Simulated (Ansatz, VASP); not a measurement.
AgO2: VASP beside Ansatz

```xyz
6
Lattice="-2.4580 2.4580 3.0023 2.4580 -2.4580 3.0023 2.4580 2.4580 -3.0023" Properties=species:S:1:pos:R:3 pbc="T T T"
Ag    0.0000    0.0000    1.5011
Ag    0.0000    0.0000    4.5034
O     0.4801    2.9381    0.0000
O     1.9778    0.4801    0.0000
O     1.9778   -0.4801    3.0023
O     0.4801    1.9778    3.0023
```

Change from the starting cell: species swapped into the TiSb2 type (I4/mcm, No. 140).

Alike in both runs: task relaxation of cell and atoms; functional PBE; k mesh 10 × 10 × 10; occupations gaussian, width 0.1 eV; no spin polarisation.

|  | VASP | Ansatz |
| --- | --- | --- |
| version | VASP 6.6.1 | Ansatz 0.2.0 |
| potentials or method | VASP PAW PBE potentials, release 64 (Ag, O), cutoff 600 eV | scalar-relativistic, plane waves, PAW |
| valence electrons in the cell | 46 | 62 |

Ansatz gave:

| Property | Result |
| --- | --- |
| gap on the k mesh at the Fermi level, each at its own relaxed structure (eV) | none |
| relaxed volume (Å³/atom) | 12.11 |
| relaxed length of the cell vector where the two differ most in proportion (Å) | 4.603 |

Problem. What did VASP give for the same quantities?

Solution. gap on the k mesh at the Fermi level, each at its own relaxed structure (eV): none; relaxed volume (Å³/atom): 12.02; relaxed length of the cell vector where the two differ most in proportion (Å): 4.591.

A gap of «none» marks a metal or a gap that the smearing closes. VASP's potentials hold 46 valence electrons a cell and Ansatz's 62, so a difference there can come from the potentials and not from the codes.
